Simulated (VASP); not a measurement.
Here is a VASP 6.6.1 calculation.

Contents of INCAR:

```
PREC = Accurate ; ENCUT = 520
EDIFF = 1E-6 ; ISMEAR = -1
SIGMA = 0.02 ; LREAL = Auto
LASPH = T ; NELM = 150
ALGO = Normal ; ISIF = 2
LWAVE = F ; LCHARG = F
ISPIN = 2 ; MAGMOM = 1 1 1 1 1 1 1 1 1 1 1 1 1 1 1 1 1 1 1 1
LORBIT = 11 ; GGA = PE
IVDW = 12 ; NBANDS = 80
```

Contents of KPOINTS:

```
regular mesh
0
Gamma
  1 1 1
```

Contents of POSCAR:

```
O
1.0
    8.0259570000      0.0000000000      0.0000000000
    0.0000000000      8.0259570000      0.0000000000
    0.0000000000      0.0000000000      8.0259570000
O
20
Direct
    0.5660757963      0.7388277809      0.8212727778
    0.6624879750      0.7300811604      0.7009506779
    0.9495191664      0.2401333573      0.5518843423
    0.8339815426      0.3248086178      0.5109920225
    0.0383630264      0.6514114142      0.7208610761
    0.1198486361      0.6939234785      0.8404231421
    0.6418549215      0.3682676097     -0.0546227696
    0.6525078567      0.3660248865      0.0977578126
    0.2981575904      0.5059957336      0.2139682533
    0.3381901996      0.5146675966      0.3592219594
    0.0182158962      0.2018949267      1.0512142041
    0.0325568652      0.1931358466      0.9061972298
    0.3608915423      0.0168951815      1.0137108883
    0.3362714253      0.0431973408      0.8641835485
    0.9876205417      0.7141204469      0.2833556173
    0.9062346085      0.6585507498      0.1635941982
    0.6129985496      0.9316272190      0.3118132828
    0.6477856784      1.0655551730      0.2439709059
    0.1865571919      0.9677599818      0.4807650975
    0.2886883147      1.0803820653      0.5090732482
```

Potentials or basis: VASP PAW PBE potentials, release 64 (O).

Run with:

```console
$ cat potpaw_PBE.64/O/POTCAR > POTCAR
$ mpirun -np 1 vasp_gam > vasp.out
```

(1) What does it give for the dispersion energy per atom?

(2) Estimate the net moment.

(3) Estimate the largest force.

(4) Estimate the site moments.

Results:

(1) -0.028 eV.

(2) 20.00 μB per cell.

(3) 5.648 eV/Å.

(4) O +0.81, +0.80, +0.82 (each value once) μB.

Caveat: the k points lie up to 0.78 Å⁻¹ apart; the standard files for N, O and F lose accuracy on very short bonds; the atoms stand as in a frame of molecular dynamics.
